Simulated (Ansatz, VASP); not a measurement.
**One calculation of SiC, two programs**

INCAR

```
ALGO = Normal
EDIFF = 1E-6
ENCUT = 520
ISIF = 2
ISMEAR = 0
LASPH = True
LCHARG = True
LELF = True
LREAL = False
LVHAR = True
LWAVE = False
NBANDS = 26
NELM = 60
PREC = Accurate
SIGMA = 0.05
```

KPOINTS

```
k-points
0
Gamma
  10 10 3
```

File POSCAR:

```
SiC
1.0
   -3.0759982064      0.0000000000      0.0000000000
   -1.5379991032     -2.6638925888      0.0000000000
   -3.4604979822     -1.9979194416     10.0960000000
Si C
4 4
Direct
   -0.1569791667     -0.1569791667      0.6537500000
    0.2180208333      0.2180208333      0.1537500000
   -0.0111458333     -0.0111458333      0.9037500000
    0.3638541667      0.3638541667      0.4037500000
   -0.3013541667     -0.3013541667      0.8462500000
    0.0736458333      0.0736458333      0.3462500000
    0.5944791667      0.5944791667      0.0962500000
    0.2194791667      0.2194791667      0.5962500000
```

Input for Ansatz:

```yaml
crystal:
  lattice:
    - [-3.0759982064, 0.0, 0.0]
    - [-1.5379991032, -2.6638925888, 0.0]
    - [-3.4604979822, -1.9979194416, 10.096]
  atoms:
    - { symbol: Si, position: [-0.1569791667, -0.1569791667, 0.65375] }
    - { symbol: Si, position: [0.2180208333, 0.2180208333, 0.15375] }
    - { symbol: Si, position: [-0.0111458333, -0.0111458333, 0.90375] }
    - { symbol: Si, position: [0.3638541667, 0.3638541667, 0.40375] }
    - { symbol: C, position: [-0.3013541667, -0.3013541667, 0.84625] }
    - { symbol: C, position: [0.0736458333, 0.0736458333, 0.34625] }
    - { symbol: C, position: [0.5944791667, 0.5944791667, 0.09625] }
    - { symbol: C, position: [0.2194791667, 0.2194791667, 0.59625] }
basis:
  ecutwfc: 420
kpoints:
  mp_grid: { grid: [10, 10, 3] }
hamiltonian:
  xc: lda
scf:
  occupations: { method: gaussian, width: 0.05 }
output:
  forces: true
  stress: true
  eigenvalues: true
```

Alike in both runs: task single point; functional LDA; k mesh 10 × 10 × 3; occupations gaussian, width 0.05 eV; no spin polarisation.

|  | VASP | Ansatz |
| --- | --- | --- |
| version | VASP 6.6.1 | Ansatz 0.2.0 |
| potentials or method | VASP PAW LDA potentials, release 64 (Si, C), cutoff 520 eV | scalar-relativistic, plane waves, PAW |
| valence electrons in the cell | 32 | 32 |

VASP gave:

| Item | Value |
| --- | --- |
| gap on the k mesh at the Fermi level (eV) | 0.43 |
| least direct gap on the mesh (eV) | 1.10 |
| pressure (GPa) | -3.5 |
| traceless stress, the component that is largest in VASP (GPa) | -11.12 |
| rms of the force components (eV/Å) | 0.716 |

Problem. Estimate Ansatz's values.

Solution. gap on the k mesh at the Fermi level (eV): 0.43; least direct gap on the mesh (eV): 1.10; pressure (GPa): -3.9; traceless stress, the component that is largest in VASP (GPa): -11.10; rms of the force components (eV/Å): 0.716.

LDA's correlation is that of Perdew and Zunger in VASP and of Perdew and Wang (1992) in Ansatz. Atom by atom the forces differ by 0.003 eV/Å (rms over components).
